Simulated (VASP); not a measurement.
TaRu, 2 atoms in the cell. Symmetry: Pm-3m, No. 221, cubic system. Conventional cell: a = 3.176 Å, b = 3.176 Å, c = 3.176 Å, α = 90.00°, β = 90.00°, γ = 90.00°. Ta (site symmetry m-3m) has 8 Ru at 2.75 Å and 6 Ta at 3.18 Å within 3.6 Å. Ru (site symmetry m-3m) has 8 Ta at 2.75 Å and 6 Ru at 3.18 Å within 3.6 Å. 

```yaml
Program: VASP 6.6.1
Task: electric field gradients
Functional: LDA
Potentials_or_basis: VASP PAW LDA potentials, release 64 (Ta_pv, Ru_pv)
Cutoff: 520 eV
k_mesh: 13 × 13 × 13
Occupations: fermi-dirac, width 0.03 eV
Spin: no spin polarisation
Dipole_correction: no
Further_INCAR_settings: ALGO = Normal; EDIFF = 1e-08; NBANDS = 20
```

Potentials or basis: VASP PAW LDA potentials, release 64 (Ta_pv, Ru_pv).

Launch:

```bash
$ cat potpaw_LDA.64/Ta_pv/POTCAR potpaw_LDA.64/Ru_pv/POTCAR > POTCAR
$ mpirun -np 1 vasp_std > vasp.out
```

Hardware: 1 thread of AMD EPYC 7R13, on a shared host.

How long does it take, and how much memory?

It took 58 s on 1 thread of AMD EPYC 7R13 (shared host), peak memory 0.14 GiB. Counts: scf iterations 14, k points 84.
